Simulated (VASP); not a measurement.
Input of a VASP 6.6.1 run:

Contents of INCAR:

```
SYSTEM = Hf
PREC = Accurate ; ENCUT = 520
EDIFF = 1E-6 ; ISMEAR = 0
SIGMA = 0.15 ; LREAL = .FALSE.
LASPH = .TRUE. ; NELM = 60
ALGO = Fast ; ISIF = 2
LWAVE = .FALSE. ; LCHARG = .TRUE.
GGA = PE ; LELF = .TRUE.
LVHAR = .TRUE. ; NBANDS = 17
```

The input KPOINTS:

```
regular mesh
0
G
  18 18 10
  0 0 0
```

File POSCAR:

```
Hf
1.0
    3.2446490021      0.0000000000      0.0000000000
   -1.6223245010      2.8099484622      0.0000000000
    0.0000000000      0.0000000000      5.0578000000
Hf
2
Direct
    0.3333333333      0.6666666667      0.2500000000
    0.6666666667      0.3333333333      0.7500000000
```

Potentials or basis: VASP PAW PBE potentials, release 64 (Hf_pv).

Command:

```console
$ cat potpaw_PBE.64/Hf_pv/POTCAR > POTCAR
$ mpirun -np 1 vasp_std > vasp.out
```

Task: Estimate the pressure.

Result: -2.7 GPa.

Task: Estimate the band gap on the k mesh.

Result: Zero (bands 10 and 11 overlap by 1.59 eV).

Stress tensor (GPa, compression positive):
```
-3.23  0.00  0.00
 0.00 -3.23  0.00
 0.00  0.00 -1.71
```

Caveat: the cell differs from its parent crystal (strain +0.015 along x and y, +0.000 along z); spin-orbit coupling is left out, which moves the levels of the heavy elements.
